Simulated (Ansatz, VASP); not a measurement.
One calculation of ZrTl3B2, two programs

Contents of INCAR:

```
SYSTEM = ZrTl3B2
ALGO = Normal
EDIFF = 1E-7
EDIFFG = -0.01
ENCUT = 600
GGA = PE
IBRION = 2
ISIF = 3
ISMEAR = 0
LASPH = .True.
LCHARG = .False.
LDAU = .True.
LDAUJ = 0 0 0
LDAUL = -1 -1 2
LDAUPRINT = 1
LDAUTYPE = 2
LDAUU = 0 0 8
LMAXMIX = 4
LREAL = .False.
LWAVE = .False.
NELM = 150
NSW = 60
PREC = Accurate
SIGMA = 0.0655
```

File KPOINTS:

```
k-points
0
Gamma
  4 4 5
  0 0 0
```

Contents of POSCAR:

```
ZrTl3B2
1.0
    2.9427170000      5.0969330000      0.0000000000
   -2.9427170000      5.0969330000      0.0000000000
    0.0000000000      0.0000000000      3.6917730000
B Tl Zr
2 3 1
Direct
    0.3333000000      0.3334000000      0.0000000000
    0.6666000000      0.6667000000      0.0000000000
    0.5000000000      0.5000000000      0.5000000000
    0.5000000000      0.0000000000      0.5000000000
    0.0000000000      0.5000000000      0.5000000000
    0.0000000000      0.0000000000      0.0000000000
```

Input for Ansatz:

```yaml
crystal:
  lattice:
    - [2.942717, 5.096933, 0.0]
    - [-2.942717, 5.096933, 0.0]
    - [0.0, 0.0, 3.691773]
  atoms:
    - { symbol: B, position: [0.3333, 0.3334, 0.0] }
    - { symbol: B, position: [0.6666, 0.6667, 0.0] }
    - { symbol: Tl, position: [0.5, 0.5, 0.5] }
    - { symbol: Tl, position: [0.5, 0.0, 0.5] }
    - { symbol: Tl, position: [0.0, 0.5, 0.5] }
    - { symbol: Zr, position: [0.0, 0.0, 0.0] }
  symmetry: { tolerance: 0.0003 }
kpoints:
  mp_grid: { grid: [4, 4, 5], shift: [0, 0, 0] }
magnetization:
  spin_polarized: false
scf:
  occupations: { method: gaussian, width: 0.0655 }
  mixing: { preconditioner: none }
hamiltonian:
  pseudopotentials: { kind: paw }
  xc: pbe
  hubbard: { sites: [{ species: Zr, l: d, u_eff: 8.0 }], double_counting: fll }
basis:
  ecutwfc: 420
output:
  forces: true
  stress: true
  eigenvalues: true
relax:
  max_steps: 40
  cell: {}
```

Alike in both runs: task relaxation of cell and atoms; functional PBE; k mesh 4 × 4 × 5; occupations gaussian, width 0.0655 eV; no spin polarisation; Hubbard terms Zr d U = 8.0 eV.

|  | VASP | Ansatz |
| --- | --- | --- |
| version | VASP 6.6.1 | Ansatz 0.2.0 |
| potentials or method | VASP PAW PBE potentials, release 64 (B, Tl_d, Zr_sv), cutoff 600 eV | PAW plane waves |
| valence electrons in the cell | 57 | 57 |

|  | VASP | Ansatz | Ansatz less VASP |
| --- | --- | --- | --- |
| gap on the k mesh at the Fermi level, each at its own relaxed structure (eV) | none | none | - |
| relaxed volume (Å³/atom) | 21.28 | 23.87 | +2.590 |
| relaxed length of the cell vector where the two differ most in proportion (Å) | 6.377 | 6.835 | +0.4577 |

The programs project onto different local orbitals, so the same U acts differently, and such runs can settle in different states. A gap of «none» marks a metal or a gap that the smearing closes. Ansatz's warnings: filled band counts differ across k points, structure snapped to symmetry.

Spin-orbit coupling is off throughout. Noted on VASP's run: the volume moved by over 15 % at a fixed basis, so the end points are rough.
